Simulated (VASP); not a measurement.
The system is P.

```
P
1.0
    -2.29973    2.29973    3.55852
     2.29973   -2.29973    3.55852
     2.29973    2.29973   -3.55852
P
4
Cartesian
  2.2997 1.1499 0.8896
  0.0000 1.1499 4.4481
  1.1499 2.2997 -0.8896
  1.1499 0.0000 2.6689
```

```yaml
Program: VASP 6.6.1
Task: relaxation of cell and atoms
Functional: PBE
Potentials_or_basis: VASP PAW PBE potentials, release 64 (P)
Cutoff: 600 eV
k_mesh: 6 × 6 × 6
Occupations: gaussian, width 0.1 eV
Spin: no spin polarisation
```

At the start: pressure 5.5 GPa; volume 18.82 Å³/atom.

Q: How do energy, volume and symmetry change on relaxing?

A: Over 8 steps the energy falls by 39.8 meV/atom and the volume is 20.53 Å³/atom (+9.1 %); space group I4_1/amd (No. 141, to 0.05 Å).

The path:
| step | energy change (eV) | largest force (eV/Å) | pressure (GPa) | volume (Å³) |
| --- | --- | --- | --- | --- |
| 1 | 0.0000 | 0.0000 | 5.45 | 75.28 |
| 2 | -0.1103 | 0.0000 | -0.74 | 82.47 |
| 3 | -0.1108 | 0.0000 | -0.41 | 82.01 |
| 4 | -0.1465 | 0.0000 | -0.66 | 82.68 |
| 5 | -0.1556 | 0.0000 | -0.84 | 83.09 |
| 6 | -0.1559 | 0.0000 | -0.87 | 83.17 |
| 7 | -0.1584 | 0.0000 | 0.39 | 81.64 |
| 8 | -0.1590 | 0.0000 | 0.00 | 82.10 |

Final structure:
```yaml
crystal:
  lattice:
    - [-2.31494, 2.31494, 3.83011]
    - [2.31494, -2.31494, 3.83011]
    - [2.31494, 2.31494, -3.83011]
  atoms:
    - { symbol: P, position: [0.37500, 0.62500, 0.75000] }
    - { symbol: P, position: [0.87500, 0.62500, 0.25000] }
    - { symbol: P, position: [0.37500, 0.12500, 0.75000] }
    - { symbol: P, position: [0.37500, 0.62500, 0.25000] }
```
